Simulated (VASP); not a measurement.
A run of VASP 6.6.1:

The input INCAR:

```
SYSTEM = Ga
PREC     = Accurate       ! precision mode
ENCUT    = 520            ! plane-wave cutoff, eV
EDIFF    = 1E-7           ! SCF threshold, eV
ISMEAR   = 0              ! smearing method
SIGMA    = 0.15           ! smearing width, eV
LREAL    = .FALSE.        ! projectors in reciprocal space
LASPH    = .TRUE.         ! aspherical terms in the spheres
NELM     = 60             ! most SCF steps
ALGO     = Fast           ! electronic algorithm
ISIF     = 2              ! what is computed and relaxed
LWAVE    = .FALSE.        ! write WAVECAR
LCHARG   = .TRUE.         ! write CHGCAR
LELF     = .TRUE.         ! ELF
LVHAR    = .TRUE.       
NBANDS   = 34             ! bands
```

The input KPOINTS:

```
regular mesh
0
G
  10 10 10
  0 0 0
```

File POSCAR:

```
Ga
1.0
    2.2085777266     -3.7454996903     -0.1656433295
    2.2085777266      3.7454996903     -0.1656433295
   -0.3329304646      0.0000000000      3.7732119326
Ga
4
Direct
    0.1560190462      0.8439809538      0.0845038705
    0.6560190462      0.3439809538      0.4154961295
    0.8439809538      0.1560190462      0.9154961295
    0.3439809538      0.6560190462      0.5845038705
```

Potentials or basis: VASP PAW LDA potentials, release 64 (Ga_d).

Command:

```console
$ cat potpaw_LDA.64/Ga_d/POTCAR > POTCAR
$ mpirun -np 1 vasp_std > vasp.out
```

Hardware: 1 thread of Oxide Virtual Turin-like Processor, with other jobs on the host.

Q: How long does it take, and how much memory?

A: Run time: 9 min on 1 thread of Oxide Virtual Turin-like Processor, with other jobs on the host, peak memory 0.43 GiB. Counts: scf iterations 14, k points 282.
